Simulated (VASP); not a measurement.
# TiSi2 (Fddd) in VASP: further runs, part 2 of 2

VASP 6.6.1. The steps go on from the part before.

### Step 3. Single point, PBEsol

This run uses another cell than the first one, of 13.80 Å³/atom.

Contents of INCAR:

```
PREC = Accurate ; ENCUT = 520
EDIFF = 1E-7 ; ISMEAR = -1
SIGMA = 0.1 ; LREAL = False
LASPH = True ; NELM = 100
ALGO = Normal ; ISIF = 2
LWAVE = False ; LCHARG = False
GGA = PS ; NBANDS = 29
```

Contents of KPOINTS:

```
Automatic mesh
0
Gamma
  6 6 6
```

Contents of POSCAR:

```
TiSi2
1.0
    0.0000000000      4.0973667445      4.2416476113
    2.3819841687      0.0000000000      4.2416476113
    2.3819841687      4.0973667445      0.0000000000
Ti Si
2 4
Direct
    0.7500000000      0.7500000000      0.7500000000
    0.5000000000      0.5000000000      0.5000000000
    0.0857246859      0.4142753141      0.0857246859
    0.4142753141      0.0857246859      0.4142753141
    0.1642753141      0.8357246859      0.1642753141
    0.8357246859      0.1642753141      0.8357246859
```

Potentials or basis: VASP PAW PBE potentials, release 64 (Ti_sv, Si).

On the command line:

```
$ cat potpaw_PBE.64/Ti_sv/POTCAR potpaw_PBE.64/Si/POTCAR > POTCAR
$ mpirun -np 1 vasp_std > vasp.out
```

OUTCAR:

```text
PREC = Accurate
   ENCUT = 520
   EDIFF = 1E-7
   ISMEAR = -1
   LREAL = False
   LASPH = True
   NELM = 100
   ISIF = 2
   GGA = PS

 ion  position               nearest neighbor table
   1  0.750  0.750  0.750-   6 2.53   5 2.53   6 2.53   5 2.53   4 2.74   4 2.74   3 2.74   3 2.74
                             3 2.75   4 2.75
   2  0.500  0.500  0.500-   3 2.53   4 2.53   3 2.53   4 2.53   5 2.74   5 2.74   6 2.74   6 2.74
                             5 2.75   6 2.75
   3  0.086  0.414  0.086-   5 2.52   5 2.52   2 2.53   2 2.53   4 2.69   1 2.74   1 2.74   1 2.75
                             4 2.77   4 2.77
   4  0.414  0.086  0.414-   6 2.52   6 2.52   2 2.53   2 2.53   3 2.69   1 2.74   1 2.74   1 2.75
                             3 2.77   3 2.77
   5  0.164  0.836  0.164-   3 2.52   3 2.52   1 2.53   1 2.53   6 2.69   2 2.74   2 2.74   2 2.75
                             6 2.77   6 2.77
   6  0.836  0.164  0.836-   4 2.52   4 2.52   1 2.53   1 2.53   5 2.69   2 2.74   2 2.74   2 2.75
                             5 2.77   5 2.77

  LATTYP: Found a face centered orthorhombic cell.
 ALAT       =     4.7639683374
 B/A-ratio  =     1.7201486048
 C/A-ratio  =     1.7807203201

  Lattice vectors:

 A1 = (   0.0000000000,   4.0973667445,   4.2416476113)
 A2 = (   2.3819841687,   0.0000000000,   4.2416476113)
 A3 = (   2.3819841687,   4.0973667445,   0.0000000000)

Analysis of symmetry for initial positions (statically):
=====================================================================
 Subroutine PRICEL returns:
 Original cell was already a primitive cell.

 Routine SETGRP: Setting up the symmetry group for a
 face centered orthorhombic supercell.

 Subroutine GETGRP returns: Found  8 space group operations
 (whereof  4 operations were pure point group operations)
 out of a pool of  8 trial point group operations.

The static configuration has the point symmetry D_2 .
 The point group associated with its full space group is D_2h.

Analysis of symmetry for dynamics (positions and initial velocities):
[... 142 lines left out ...]
  Fermi-wavevector in a.u.,A,eV,Ry     =   1.284573  2.427491 22.451346  1.650127
  Thomas-Fermi vector in A             =   2.416759
   LORBIT       =      0    0 simple, 1 ext, 2 COOP (PROOUT), +10 PAW based schemes
   GGA     = PS    functional components
   LHFCALC =     F    Hartree Fock is set to
   AEXX    =    0.0000 exact exchange contribution
   IVDW    =     0    specifies the selected vdW correction
   LEPSILON=     F    determine dielectric tensor
   LRPA    =     F    only Hartree local field effects (RPA)
 non-spin polarized calculation
  energy-cutoff  :      520.00
  volume of cell :       82.80
 maximum number of plane-waves:      2264
 NGX is ok and might be reduce to    48
   NGX = 21   NGY = 19   NGZ = 17

 number of electron      40.0000004 magnetization

 Free energy of the ion-electron system (eV)
  ---------------------------------------------------
  ext. energy  EPLUGINS =         0.00000000
  ---------------------------------------------------
  free energy    TOTEN  =       -43.73323271 eV

  energy without entropy =      -43.67351142  energy(sigma->0) =      -43.70337207

 E-fermi :  10.3094     XC(G=0): -11.8814

 val. band max:       10.2905907135   @ k =  -0.1667   0.3333   0.1667
 cond. band min:      10.3288145685   @ k =  -0.3333   0.1667   0.0000
 fundamental gap:      0.0382238550
 Fermi energy:        10.3094439066

 k-point     1 :       0.0000    0.0000    0.0000
  band No.  band energies     occupation
      1     -45.7049      2.00000
      2     -45.6735      2.00000
      3     -22.2075      2.00000
      4     -22.1821      2.00000
      5     -22.1091      2.00000
      6     -22.0931      2.00000
[... 757 lines left out ...]
     28      14.3920      0.00000
     29      14.9119      0.00000

 [... further k-points ...]

------------------------ aborting loop because EDIFF is reached ----------------------------------------

  FORCE on cell =-STRESS in cart. coord.  units (eV):
  Direction    XX          YY          ZZ          XY          YZ          ZX
  --------------------------------------------------------------------------------------
  -------------------------------------------------------------------------------------
  Total        0.0741471      0.0545710      0.1023912      0.0000000      0.0000000      0.0000000
  in kB        1.4348171      1.0560007      1.9813669      0.0000000      0.0000000      0.0000000
  external PRESSURE =       1.4907282 kB  Pullay stress =       0.0000000 kB

 VOLUME and BASIS-vectors are now :
 -----------------------------------------------------------------------------
  energy-cutoff  :      520.00
  volume of cell :       82.80
      direct lattice vectors                 reciprocal lattice vectors
     0.000000000  4.097366745  4.241647611    -0.209909036  0.122029594  0.117878722
     2.381984169  0.000000000  4.241647611     0.209909036 -0.122029594  0.117878722
     2.381984169  4.097366745  0.000000000     0.209909036  0.122029594 -0.117878722

 POSITION                                       TOTAL-FORCE (eV/Angst)
 -----------------------------------------------------------------------------------
      3.57298      6.14605      6.36247         0.000000      0.000000     -0.000000
      2.38198      4.09737      4.24165         0.000000     -0.000000      0.000000
      1.19099      0.70249      2.12082         0.000000     -0.000465     -0.000000
      1.19099      3.39488      2.12082         0.000000      0.000465     -0.000000
      2.38198      1.34619      4.24165        -0.000000      0.000465     -0.000000
      2.38198      6.84854      4.24165        -0.000000     -0.000465     -0.000000
 -----------------------------------------------------------------------------------
    total drift:                               -0.000000     -0.000000     -0.000000

  FREE ENERGIE OF THE ION-ELECTRON SYSTEM (eV)
  ---------------------------------------------------
  free  energy   TOTEN  =       -43.7332327122 eV

  energy  without entropy=      -43.6735114210  energy(sigma->0) =      -43.70337207
```

OSZICAR:

```text
N       E                     dE             d eps       ncg     rms          rms(c)
DAV:   1     0.382763318472E+03    0.38276E+03   -0.18716E+04  2668   0.147E+03
DAV:   2    -0.196871777280E+01   -0.38473E+03   -0.37380E+03  2698   0.429E+02
DAV:   3    -0.441093688942E+02   -0.42141E+02   -0.41211E+02  4485   0.119E+02
DAV:   4    -0.472272211304E+02   -0.31179E+01   -0.31018E+01  3795   0.291E+01
DAV:   5    -0.474105789915E+02   -0.18336E+00   -0.18330E+00  4031   0.600E+00    0.196E+01
DAV:   6    -0.443591607099E+02    0.30514E+01   -0.31479E+01  3758   0.407E+01    0.693E+00
DAV:   7    -0.438253931657E+02    0.53377E+00   -0.57693E+00  3611   0.181E+01    0.543E+00
DAV:   8    -0.437458327186E+02    0.79560E-01   -0.75908E-01  3669   0.685E+00    0.126E+00
DAV:   9    -0.437326786919E+02    0.13154E-01   -0.13455E-01  3693   0.313E+00    0.512E-01
DAV:  10    -0.437334885168E+02   -0.80982E-03   -0.55578E-03  3487   0.559E-01    0.239E-01
DAV:  11    -0.437333635716E+02    0.12495E-03   -0.50465E-03  4104   0.534E-01    0.160E-01
DAV:  12    -0.437332338106E+02    0.12976E-03   -0.10834E-03  3656   0.265E-01    0.149E-02
DAV:  13    -0.437332334581E+02    0.35252E-06   -0.28429E-05  3391   0.475E-02    0.169E-02
DAV:  14    -0.437332327725E+02    0.68564E-06   -0.30630E-06  3537   0.147E-02    0.344E-03
DAV:  15    -0.437332326695E+02    0.10296E-06   -0.90729E-07  3621   0.682E-03    0.609E-04
DAV:  16    -0.437332327122E+02   -0.42718E-07   -0.37597E-08  2043   0.146E-03
   1 F= -.43733233E+02 E0= -.43703372E+02  d E =-.597213E-01
```

Run time: 65 s. Hardware: 1 thread of Intel Xeon 6975P-C (Granite Rapids), shared host; peak memory 0.27 GiB.

What came out:

```yaml
Free_energy: -43.7332 eV
Pressure: 0.1 GPa
Band_gap_on_the_k_mesh: zero (bands 20 and 21 overlap by 1.76 eV)
```

Caveat: the PAW data sets were made with another functional, which shifts forces and pressure a little.

### Step 4. Single point, PBE

This run uses another cell than the first one, of 14.19 Å³/atom.

Contents of INCAR:

```
  PREC = Accurate
  ENCUT = 520
  EDIFF = 1E-7
  ISMEAR = -1
  SIGMA = 0.1
  LREAL = False
  LASPH = True
  NELM = 80
  ALGO = Normal
  ISIF = 2
  LWAVE = False
  LCHARG = False
  GGA = PE
  NBANDS = 29
```

Contents of KPOINTS:

```
regular mesh
0
Gamma
  6 6 6
```

Contents of POSCAR:

```
TiSi2
1.0
    0.0000000000      4.1410469925      4.2729541921
    2.4051234831      0.0000000000      4.2729541921
    2.4051234831      4.1410469925      0.0000000000
Ti Si
2 4
Direct
    0.7500000000      0.7500000000      0.7500000000
    0.5000000000      0.5000000000      0.5000000000
    0.0863728795      0.4136271205      0.0863728795
    0.4136271205      0.0863728795      0.4136271205
    0.1636271205      0.8363728795      0.1636271205
    0.8363728795      0.1636271205      0.8363728795
```

Potentials or basis: VASP PAW PBE potentials, release 64 (Ti_sv, Si).

On the command line:

```
$ cat potpaw_PBE.64/Ti_sv/POTCAR potpaw_PBE.64/Si/POTCAR > POTCAR
$ mpirun -np 1 vasp_std > vasp.out
```

OUTCAR:

```text
PREC = Accurate
   ENCUT = 520
   EDIFF = 1E-7
   ISMEAR = -1
   LREAL = False
   LASPH = True
   NELM = 80
   ISIF = 2
   GGA = PE

 ion  position               nearest neighbor table
   1  0.750  0.750  0.750-   6 2.55   5 2.55   6 2.55   5 2.55   4 2.76   4 2.76   3 2.76   3 2.76
                             3 2.79   4 2.79
   2  0.500  0.500  0.500-   3 2.55   4 2.55   3 2.55   4 2.55   5 2.76   5 2.76   6 2.76   6 2.76
                             5 2.79   6 2.79
   3  0.086  0.414  0.086-   5 2.53   5 2.53   2 2.55   2 2.55   4 2.71   1 2.76   1 2.76   1 2.79
                             4 2.80   4 2.80
   4  0.414  0.086  0.414-   6 2.53   6 2.53   2 2.55   2 2.55   3 2.71   1 2.76   1 2.76   1 2.79
                             3 2.80   3 2.80
[... 983 lines left out ...]
  Total       -0.0175210     -0.0117476      0.0125858      0.0000000      0.0000000      0.0000000
  in kB       -0.3298103     -0.2211325      0.2369120      0.0000000      0.0000000      0.0000000
  external PRESSURE =      -0.1046769 kB  Pullay stress =       0.0000000 kB

 VOLUME and BASIS-vectors are now :
 -----------------------------------------------------------------------------
  energy-cutoff  :      520.00
  volume of cell :       85.11
      direct lattice vectors                 reciprocal lattice vectors
     0.000000000  4.141046992  4.272954192    -0.207889534  0.120742411  0.117015062
     2.405123483  0.000000000  4.272954192     0.207889534 -0.120742411  0.117015062
     2.405123483  4.141046992  0.000000000     0.207889534  0.120742411 -0.117015062

 POSITION                                       TOTAL-FORCE (eV/Angst)
 -----------------------------------------------------------------------------------
      3.60769      6.21157      6.40943         0.000000      0.000000      0.000000
      2.40512      4.14105      4.27295        -0.000000      0.000000      0.000000
      1.20256      0.71535      2.13648        -0.000000     -0.000441      0.000000
      1.20256      3.42570      2.13648        -0.000000      0.000441      0.000000
      2.40512      1.35518      4.27295         0.000000      0.000441     -0.000000
      2.40512      6.92692      4.27295         0.000000     -0.000441     -0.000000
 -----------------------------------------------------------------------------------
    total drift:                               -0.000000     -0.000000      0.000000

  FREE ENERGIE OF THE ION-ELECTRON SYSTEM (eV)
  ---------------------------------------------------
  free  energy   TOTEN  =       -40.7578819967 eV

  energy  without entropy=      -40.6963923161  energy(sigma->0) =      -40.72713716
```

stdout:

```text
POSCAR found type information on POSCAR TiSi
 POSCAR found :  2 types and       6 ions
 scaLAPACK will be used
 LDA part: xc-table for (Slater+PW92), standard interpolation
 POSCAR, INCAR and KPOINTS ok, starting setup
 FFT: planning ... GRIDC
 FFT: planning ... GRID_SOFT
 FFT: planning ... GRID
 WAVECAR not read
 entering main loop
```

It took 72 s on 1 thread of Intel Xeon 6975P-C (Granite Rapids), shared host; peak memory 0.28 GiB.

Results:

- Free energy: -40.7579 eV
- Pressure: 0.0 GPa
- Band gap on the k mesh: zero (bands 20 and 21 overlap by 1.69 eV)

### Step 5. Single point, r2SCAN

This run uses another cell than the first one, of 13.98 Å³/atom.

Contents of POSCAR:

```
TiSi2
1.0
    0.0000000000      4.1237338683      4.2521293204
    2.3924795427      0.0000000000      4.2521293204
    2.3924795427      4.1237338683      0.0000000000
Ti Si
2 4
Direct
    0.7500000000      0.7500000000      0.7500000000
    0.5000000000      0.5000000000      0.5000000000
    0.0868287664      0.4131712336      0.0868287664
    0.4131712336      0.0868287664      0.4131712336
    0.1631712336      0.8368287664      0.1631712336
    0.8368287664      0.1631712336      0.8368287664
```

Contents of INCAR.step1:

```
PREC = Accurate
ENCUT = 520
ISMEAR = -1
SIGMA = 0.1
LREAL = False
LASPH = True
NELM = 100
NBANDS = 29
GGA = PE
ALGO = Normal
EDIFF = 1E-4
LWAVE = True
LCHARG = False
```

Contents of INCAR.step2:

```
PREC = Accurate
ENCUT = 520
EDIFF = 1E-6
ISMEAR = -1
SIGMA = 0.1
LREAL = False
LASPH = True
NELM = 100
ALGO = Normal
ISIF = 2
LWAVE = False
LCHARG = True
METAGGA = R2SCAN
LMIXTAU = True
LELF = True
LVHAR = True
NBANDS = 29
ISTART = 1
```

KPOINTS is that of step 4.

Potentials or basis: VASP PAW PBE potentials, release 64 (Ti_sv, Si).

On the command line:

```
$ cat potpaw_PBE.64/Ti_sv/POTCAR potpaw_PBE.64/Si/POTCAR > POTCAR
$ cp INCAR.step1 INCAR
$ mpirun -np 1 vasp_std > vasp.out
$ cp INCAR.step2 INCAR
$ mpirun -np 1 vasp_std > vasp.out
```

OUTCAR:

```text
PREC = Accurate
   ENCUT = 520
   EDIFF = 1E-6
   ISMEAR = -1
   LREAL = False
   LASPH = True
   NELM = 100
   ISIF = 2
   METAGGA = R2SCAN
   ISTART = 1

 ion  position               nearest neighbor table
   1  0.750  0.750  0.750-   6 2.54   5 2.54   5 2.54   6 2.54   4 2.74   4 2.74   3 2.74   3 2.74
                             3 2.78   4 2.78
   2  0.500  0.500  0.500-   4 2.54   4 2.54   3 2.54   3 2.54   6 2.74   5 2.74   6 2.74   5 2.74
                             5 2.78   6 2.78
   3  0.087  0.413  0.087-   5 2.52   5 2.52   2 2.54   2 2.54   4 2.69   1 2.74   1 2.74   1 2.78
                             4 2.79   4 2.79
   4  0.413  0.087  0.413-   6 2.52   6 2.52   2 2.54   2 2.54   3 2.69   1 2.74   1 2.74   1 2.78
                             3 2.79   3 2.79
   5  0.163  0.837  0.163-   3 2.52   3 2.52   1 2.54   1 2.54   6 2.69   2 2.74   2 2.74   2 2.78
                             6 2.79   6 2.79
   6  0.837  0.163  0.837-   4 2.52   4 2.52   1 2.54   1 2.54   5 2.69   2 2.74   2 2.74   2 2.78
                             5 2.79   5 2.79

  LATTYP: Found a face centered orthorhombic cell.
 ALAT       =     4.7849590854
 B/A-ratio  =     1.7236234604
 C/A-ratio  =     1.7772897300

  Lattice vectors:

 A1 = (   0.0000000000,   4.1237338683,   4.2521293204)
[... 195 lines left out ...]
  band No.  band energies     occupation
      1     -48.4066      2.00000
      2     -48.3760      2.00000
      3     -23.7548      2.00000
      4     -23.7310      2.00000
      5     -23.6596      2.00000
      6     -23.6443      2.00000
[... 757 lines left out ...]
     28      14.5113      0.00000
     29      15.0466      0.00000

 [... further k-points ...]

------------------------ aborting loop because EDIFF is reached ----------------------------------------

  FORCE on cell =-STRESS in cart. coord.  units (eV):
  Direction    XX          YY          ZZ          XY          YZ          ZX
  --------------------------------------------------------------------------------------
  -------------------------------------------------------------------------------------
  Total        0.1106189      0.1286029      0.0775991      0.0000000      0.0000000      0.0000000
  in kB        2.1123432      2.4557611      1.4818073      0.0000000      0.0000000      0.0000000
  external PRESSURE =       2.0166372 kB  Pullay stress =       0.0000000 kB

 VOLUME and BASIS-vectors are now :
 -----------------------------------------------------------------------------
  energy-cutoff  :      520.00
  volume of cell :       83.90
      direct lattice vectors                 reciprocal lattice vectors
     0.000000000  4.123733868  4.252129320    -0.208988203  0.121249338  0.117588145
     2.392479543  0.000000000  4.252129320     0.208988203 -0.121249338  0.117588145
     2.392479543  4.123733868  0.000000000     0.208988203  0.121249338 -0.117588145

 POSITION                                       TOTAL-FORCE (eV/Angst)
 -----------------------------------------------------------------------------------
      3.58872      6.18560      6.37819        -0.000000      0.000000     -0.000000
      2.39248      4.12373      4.25213         0.000000     -0.000000     -0.000000
      1.19624      0.71612      2.12606        -0.000000      0.005710      0.000000
      1.19624      3.40762      2.12606        -0.000000     -0.005710      0.000000
      2.39248      1.34575      4.25213        -0.000000     -0.005710     -0.000000
      2.39248      6.90172      4.25213        -0.000000      0.005710     -0.000000
 -----------------------------------------------------------------------------------
    total drift:                               -0.000000     -0.000000      0.000000

  FREE ENERGIE OF THE ION-ELECTRON SYSTEM (eV)
  ---------------------------------------------------
  free  energy   TOTEN  =       -64.1691198510 eV

  energy  without entropy=      -64.1134238242  energy(sigma->0) =      -64.14127184
```

OUTCAR.step1:

```text
PREC = Accurate
   ENCUT = 520
   ISMEAR = -1
   LREAL = False
   LASPH = True
   NELM = 100
[... 1013 lines left out ...]
      1.19624      3.40762      2.12606        -0.000000      0.030194     -0.000000
      2.39248      1.34575      4.25213         0.000000      0.030194      0.000000
      2.39248      6.90172      4.25213         0.000000     -0.030194      0.000000
 -----------------------------------------------------------------------------------
    total drift:                               -0.000000     -0.000000      0.000000

  FREE ENERGIE OF THE ION-ELECTRON SYSTEM (eV)
  ---------------------------------------------------
  free  energy   TOTEN  =       -40.7493576997 eV

  energy  without entropy=      -40.6884272155  energy(sigma->0) =      -40.71889246
```

It took 3.1 min on 1 thread of Intel Xeon 6975P-C (Granite Rapids), shared host; peak memory 0.31 GiB.

Results:

- Free energy: -64.1691 eV
- Pressure: 0.2 GPa
- Largest force: 0.006 eV/Å
- Band gap on the k mesh: zero (bands 20 and 21 overlap by 1.88 eV)

Forces in eV/Å, atoms in the order of the input:
```
Ti   0.000  0.000  0.000
Ti   0.000  0.000  0.000
Si   0.000  0.006  0.000
Si   0.000 -0.006  0.000
Si   0.000 -0.006  0.000
Si   0.000  0.006  0.000
```

Stress tensor (GPa, compression positive):
```
0.21 0.00 0.00
0.00 0.25 0.00
0.00 0.00 0.15
```

Levels at points of the mesh, in eV from the Fermi level:
| k point | band 17 | band 18 | band 19 | band 20 | band 21 | band 22 | band 23 | band 24 |
| --- | --- | --- | --- | --- | --- | --- | --- | --- |
| (0.00, 0.00, 0.00) | -2.48 | -2.39 | -2.08 | -1.66 | -1.05 | 2.21 | 3.31 | 3.58 |
| (0.50, 0.00, 0.00) | -2.12 | -1.19 | -0.08 | 0.12 | 0.98 | 1.43 | 1.74 | 2.33 |
| (0.50, 0.50, 0.00) | -1.86 | -1.86 | -1.14 | -1.14 | 0.80 | 0.80 | 3.36 | 3.36 |
| (0.50, 0.00, 0.50) | -2.58 | -2.58 | -0.99 | -0.99 | 1.32 | 1.32 | 3.53 | 3.53 |
| (0.00, 0.50, 0.50) | -1.25 | -1.25 | -0.79 | -0.79 | 0.89 | 0.89 | 2.41 | 2.41 |

Caveat: the PAW data sets were made with another functional, which shifts forces and pressure a little.

### Step 6. The runs side by side

```csv
level,potentials or basis,cell,gap on the mesh (eV),pressure (GPa)
LDA,"VASP PAW LDA potentials, release 64 (Ti_sv, Si)","a = 5.855, b = 4.829, c = 4.707 Å, angles 75.7, 53.1, 51.2°, 6 atoms, atomic positions A",none,0.2
PBEsol,"VASP PAW PBE potentials, release 64 (Ti_sv, Si)","a = 5.897, b = 4.865, c = 4.739 Å, angles 75.8, 53.1, 51.2°, 6 atoms, atomic positions A",none,0.1
PBE,"VASP PAW PBE potentials, release 64 (Ti_sv, Si)","a = 5.950, b = 4.903, c = 4.789 Å, angles 75.7, 53.0, 51.3°, 6 atoms, atomic positions A",none,0.0
r2SCAN,"VASP PAW PBE potentials, release 64 (Ti_sv, Si)","a = 5.923, b = 4.879, c = 4.768 Å, angles 75.8, 53.0, 51.3°, 6 atoms, atomic positions B",none,0.2
```

Alike in all rows: task single point; no spin polarisation; k mesh 6 × 6 × 6; cutoff (eV) 520; smearing fermi-dirac 0.1 eV.

Caveats: the PAW data sets were made with another functional, which shifts forces and pressure a little (at least some runs).

Absolute energies hang on the potentials; compare differences alone.
